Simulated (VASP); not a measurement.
Input of a VASP 6.6.1 run:

INCAR

```
SYSTEM = Ta
  PREC = Accurate
  ENCUT = 520
  EDIFF = 1E-6
  ISMEAR = -1
  SIGMA = 0.1
  LREAL = .FALSE.
  LASPH = .TRUE.
  NELM = 100
  ALGO = Normal
  ISIF = 2
  LWAVE = .FALSE.
  LCHARG = .FALSE.
  GGA = RE
  NBANDS = 12
```

The input KPOINTS:

```
Automatic mesh
0
G
  13 13 13
  0 0 0
```

Contents of POSCAR:

```
Ta
1.0
    2.7179072478      0.0000000000      0.0000000000
    0.0000000000      2.7179072478      0.0000000000
    0.0000000000      0.0000000000      2.7179072478
Ta
1
Direct
    0.0000000000      0.0000000000      0.0000000000
```

Potentials or basis: VASP PAW PBE potentials, release 64 (Ta_pv).

Command:

```console
$ cat potpaw_PBE.64/Ta_pv/POTCAR > POTCAR
$ mpirun -np 1 vasp_std > vasp.out
```

(1) What does it give for the pressure?

Results:

(1) 6.2 GPa.

Caveat: the PAW data sets were made with another functional, which shifts forces and pressure a little.
